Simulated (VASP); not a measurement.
Runs of VASP 6.6.1 on Fe3Ge. Symmetry: Pm-3m, No. 221, cubic system. Conventional cell: a = 3.661 Å, b = 3.661 Å, c = 3.661 Å, α = 90.00°, β = 90.00°, γ = 90.00°. Within 3.4 Å of Fe (site symmetry 4/mmm) lie 8 Fe at 2.59 Å and 4 Ge at 2.59 Å. Ge (site symmetry m-3m) has 12 Fe at 2.59 Å within 3.4 Å. 

```tsv
task	spin	fixed moment (μB)	k mesh for the DOS	occupations for the DOS	pressure (GPa)	moment (μB)
density of states	collinear, ferromagnetic start	-	14 × 14 × 14	tetrahedron	-	6.48
single point	collinear, zero start	0.0	-	-	-24.5	0.00
single point	collinear, ferromagnetic start	4.54	-	-	-18.1	4.54
single point	collinear, ferromagnetic start	3.24	-	-	(a)	3.24
single point	collinear, ferromagnetic start	1.62	-	-	(b)	1.62
```

Alike in all rows: level PBEsol; potentials or basis VASP PAW PBE potentials, release 64 (Fe, Ge_d); cell as given; k mesh 9 × 9 × 9; cutoff (eV) 520; smearing fermi-dirac 0.03 eV.

Problem. Estimate the missing entries.

Solution. (a) -20.8; (b) -23.4.

Caveats: the PAW data sets were made with another functional, which shifts forces and pressure a little; the total moment is fixed, so each spin has its own Fermi level (some runs); tetrahedron occupations give inexact forces and stress in metals (some runs).
